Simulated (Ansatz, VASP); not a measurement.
**AlNi2: VASP beside Ansatz**

The input INCAR:

```
SYSTEM = AlNi2
PREC = Accurate
ENCUT = 520
EDIFF = 1E-7
ISMEAR = 0
SIGMA = 0.15
LREAL = .False.
LASPH = .True.
NELM = 80
ALGO = Fast
ISIF = 2
LWAVE = .False.
LCHARG = .False.
GGA = PS
NBANDS = 32
```

The input KPOINTS:

```
regular mesh
0
Gamma
  12 12 10
  0 0 0
```

POSCAR

```
AlNi2
1.0
    3.9748989536      0.0000000000      0.0000000000
   -1.9874494768      3.4423634713      0.0000000000
    0.0000000000      0.0000000000      4.9060444288
Al Ni
2 4
Direct
    0.3333333333      0.6666666667      0.1670486435
    0.6666666667      0.3333333333      0.8329513565
    0.3333333333      0.6666666667      0.6518669820
    0.6666666667      0.3333333333      0.3481330180
    0.0000000000      0.0000000000      0.5000000000
    0.0000000000      0.0000000000      0.0000000000
```

Input for Ansatz:

```yaml
crystal:
  lattice:
    - [3.9748989536, 0.0, 0.0]
    - [-1.9874494768, 3.4423634713, 0.0]
    - [0.0, 0.0, 4.9060444288]
  atoms:
    - { symbol: Al, position: [0.3333333333, 0.6666666667, 0.1670486435] }
    - { symbol: Al, position: [0.6666666667, 0.3333333333, 0.8329513565] }
    - { symbol: Ni, position: [0.3333333333, 0.6666666667, 0.651866982] }
    - { symbol: Ni, position: [0.6666666667, 0.3333333333, 0.348133018] }
    - { symbol: Ni, position: [0.0, 0.0, 0.5] }
    - { symbol: Ni, position: [0.0, 0.0, 0.0] }
basis:
  ecutwfc: 420
kpoints:
  mp_grid: { grid: [12, 12, 10] }
hamiltonian:
  xc: pbesol
scf:
  occupations: { method: gaussian, width: 0.15 }
output:
  forces: true
  stress: true
  eigenvalues: true
```

Change from the starting cell: mode 4 (128.2 1/cm) frozen in, largest displacement +0.175 Å.

Alike in both runs: task single point; functional PBEsol; k mesh 12 × 12 × 10; occupations gaussian, width 0.15 eV; no spin polarisation.

|  | VASP | Ansatz |
| --- | --- | --- |
| version | VASP 6.6.1 | Ansatz 0.2.0 |
| potentials or method | VASP PAW PBE potentials, release 64 (Al, Ni), cutoff 520 eV | scalar-relativistic, plane waves, PAW |
| valence electrons in the cell | 46 | 78 |

|  | VASP | Ansatz | Ansatz less VASP |
| --- | --- | --- | --- |
| gap on the k mesh at the Fermi level (eV) | none | none | - |
| pressure (GPa) | 0.7 | 0.6 | -0.07 |
| traceless stress, the component that is largest in VASP (GPa) | -0.79 | -0.82 | -0.030 |
| rms of the force components (eV/Å) | 0.299 | 0.298 | -0.0004 |

VASP's potentials were made for PBE, not for PBEsol. Atom by atom the forces differ by 0.002 eV/Å (rms over components). A gap of «none» marks a metal or a gap that the smearing closes. With one functional, cell and mesh, what is left measures potentials, basis and numerics. VASP's potentials hold 46 valence electrons a cell and Ansatz's 78, so a difference there can come from the potentials and not from the codes.
